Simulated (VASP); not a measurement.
Input of a VASP 6.6.1 run:

The input INCAR:

```
ALGO = Normal ; EDIFF = 1E-7
ENCUT = 520 ; GGA = PE
ISIF = 2 ; ISMEAR = 0
LASPH = True ; LCHARG = False
LREAL = False ; LWAVE = False
NBANDS = 26 ; NELM = 80
PREC = Accurate ; SIGMA = 0.01
```

File KPOINTS:

```
k-points
0
Gamma
  12 12 6
```

POSCAR

```
ZnO
1.0
    3.4165334496      0.0000000000      0.0000000000
   -1.7082667248      2.9588047602      0.0000000000
    0.0000000000      0.0000000000      4.4775677032
Zn O
2 2
Direct
    0.3333333333      0.6666666667      0.2500000000
    0.6666666667      0.3333333333      0.7500000000
    0.6666666667      0.3333333333      0.2500000000
    0.3333333333      0.6666666667      0.7500000000
```

Potentials or basis: VASP PAW PBE potentials, release 64 (Zn, O).

Run with:

```console
$ cat potpaw_PBE.64/Zn/POTCAR potpaw_PBE.64/O/POTCAR > POTCAR
$ mpirun -np 1 vasp_std > vasp.out
```

Predict the pressure.

7.6 GPa.

Estimate the band gap on the k mesh.

1.00 eV, indirect (least direct gap 1.06 eV).

Stress tensor (GPa, compression positive):
```
7.86 0.00 0.00
0.00 7.86 0.00
0.00 0.00 7.16
```

A k mesh can miss the band edges.
